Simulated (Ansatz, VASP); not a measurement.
This is a calculation of SnO2 for Ansatz 0.2.0.

Contents of input.yaml:

```yaml
crystal:
  lattice:
    - [3.0825648576, 0.0, 0.0]
    - [0.0, 5.0620513872, 0.0]
    - [0.0, 0.0, 6.0941850551]
  atoms:
    - { symbol: Sn, position: [0.5, 0.5, 0.0] }
    - { symbol: O, position: [0.0, 0.5, 0.77572] }
    - { symbol: O, position: [0.0, 0.5, 0.22428] }
kpoints:
  mp_grid: { grid: [9, 6, 5] }
scf:
  occupations: { method: fermi_dirac, width: 0.05 }
hamiltonian:
  xc: pbe
  pseudopotentials: { kind: all_electron, lapw: { basis_error: 0.001 } }
output:
  forces: true
  stress: true
  eigenvalues: true
```

Potentials or basis: all-electron LAPW, scalar-relativistic.

Run with:

```sh
$ ansatz run input.yaml --threads 2 --pin off --max-ram 6144MiB --backend cpu --events-out ev --progress --plain --runs-dir out
```

Question: Set up the same calculation for VASP 6.6.1. Potentials there: VASP PAW PBE potentials, release 64 (Sn_d, O).

Answer: As run (the cutoff follows the program's own potentials):

Contents of INCAR:

```
SYSTEM = SnO2
ALGO = Normal ; EDIFF = 1E-6
ENCUT = 520 ; GGA = PE
ISIF = 2 ; ISMEAR = -1
LASPH = .True. ; LCHARG = .False.
LREAL = .False. ; LWAVE = .False.
NBANDS = 20 ; NELM = 100
PREC = Accurate ; SIGMA = 0.05
```

KPOINTS

```
k-points
0
Gamma
  9 6 5
  0 0 0
```

POSCAR

```
SnO2
1.0
    3.0825648576      0.0000000000      0.0000000000
    0.0000000000      5.0620513872      0.0000000000
    0.0000000000      0.0000000000      6.0941850551
Sn O
1 2
Direct
    0.5000000000      0.5000000000      0.0000000000
    0.0000000000      0.5000000000      0.7757200000
    0.0000000000      0.5000000000      0.2242800000
```

Potentials or basis: VASP PAW PBE potentials, release 64 (Sn_d, O).

Launch:

```bash
$ cat potpaw_PBE.64/Sn_d/POTCAR potpaw_PBE.64/O/POTCAR > POTCAR
$ mpirun -np 1 vasp_std > vasp.out
```

Both were run:

|  | VASP | Ansatz | Ansatz less VASP |
| --- | --- | --- | --- |
| gap on the k mesh at the Fermi level (eV) | 1.24 | 1.27 | +0.032 |
| least direct gap on the mesh (eV) | 1.81 | 1.83 | +0.021 |
| pressure (GPa) | -2.3 | -2.5 | -0.25 |
| traceless stress, the component that is largest in VASP (GPa) | 2.66 | 2.99 | +0.334 |
| rms of the force components (eV/Å) | 0.309 | 0.351 | +0.0428 |

Atom by atom the forces differ by 0.043 eV/Å (rms over components). Ansatz ran all-electron here, and VASP with PAW potentials.
